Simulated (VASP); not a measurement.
**Ga: single point with PBE**

Crystal: Ga.

```
Ga
1.0
    -1.69543    1.69543    1.69543
     1.69543   -1.69543    1.69543
     1.69543    1.69543   -1.69543
Ga
1
Cartesian
  0.0000 0.0000 0.0000
```

```yaml
Program: VASP 6.6.1
Task: single point
Functional: PBE
Potentials_or_basis: VASP PAW PBE potentials, release 64 (Ga_d)
Cutoff: 520 eV
k_mesh: 8 × 8 × 8
Occupations: gaussian, width 0.05 eV
Spin: no spin polarisation
Dipole_correction: no
Further_INCAR_settings: ALGO = Normal; EDIFF = 1e-06; NBANDS = 12
```

The pressure is -0.5 GPa.

Levels at points of the mesh, in eV from the Fermi level:
```tsv
k point	band 3	band 4	band 5	band 6	band 7	band 8	band 9	band 10
(0.00, 0.00, 0.00)	-15.05	-14.88	-14.88	-10.94	12.03	12.03	12.03	16.70
(0.50, 0.00, 0.00)	-14.89	-14.88	-14.77	-4.62	-3.73	6.69	8.71	11.13
(0.50, 0.50, 0.50)	-14.80	-14.80	-14.80	1.04	1.46	1.46	1.46	5.58
```

It took 3 s on 1 thread of Intel(R) Xeon(R) 6975P-C (Granite Rapids), with other jobs on the host, peak memory 0.13 GiB.
